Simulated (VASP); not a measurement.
Write the native input for VASP 6.6.1 that does the following.

* Task: single point
* Functional: PBEsol
* Potentials or basis: VASP PAW PBE potentials, release 64 (Ti_sv)
* Cutoff: 520 eV
* k mesh: 11 × 11 × 11
* Occupations: tetrahedron
* Spin: collinear spin, ferromagnetic start
* Starting moments: [1.0] μB
* Dipole correction: no
* Further INCAR settings: ALGO = Fast; EDIFF = 1e-06; NBANDS = 16

The structure of Ti lies in POSCAR:

```
Ti
1.0
   -1.6410000000      1.6410000000      1.6410000000
    1.6410000000     -1.6410000000      1.6410000000
    1.6410000000      1.6410000000     -1.6410000000
Ti
1
Direct
    0.0000000000      0.0000000000      0.0000000000
```

The input as run:

INCAR

```
PREC = Accurate
ENCUT = 520
EDIFF = 1E-6
ISMEAR = -5
SIGMA = 0.1
LREAL = False
LASPH = True
NELM = 150
ALGO = Fast
ISIF = 2
LWAVE = False
LCHARG = True
ISPIN = 2
MAGMOM = 1
LORBIT = 11
LMAXMIX = 4
GGA = PS
LELF = True
LVHAR = True
NBANDS = 16
```

KPOINTS

```
Automatic mesh
0
Gamma
  11 11 11
```

Potentials or basis: VASP PAW PBE potentials, release 64 (Ti_sv).

Command:

```bash
$ cat potpaw_PBE.64/Ti_sv/POTCAR > POTCAR
$ mpirun -np 1 vasp_std > vasp.out
```

It gave:

```json
{
 "Pressure": "-7.3 GPa",
 "Band gap on the k mesh": "zero (filled and empty bands overlap)",
 "Net moment": "0.00 μB per cell",
 "Valence electrons inside the program's atomic spheres": "Ti 10.25"
}
```

Caveat: the PAW data sets were made with another functional, which shifts forces and pressure a little; tetrahedron occupations give inexact forces and stress in metals.

Wall time 36 s on 1 thread of AMD EPYC 9R45 96-Core Processor (Zen 5), on a shared host, peak memory 0.14 GiB.
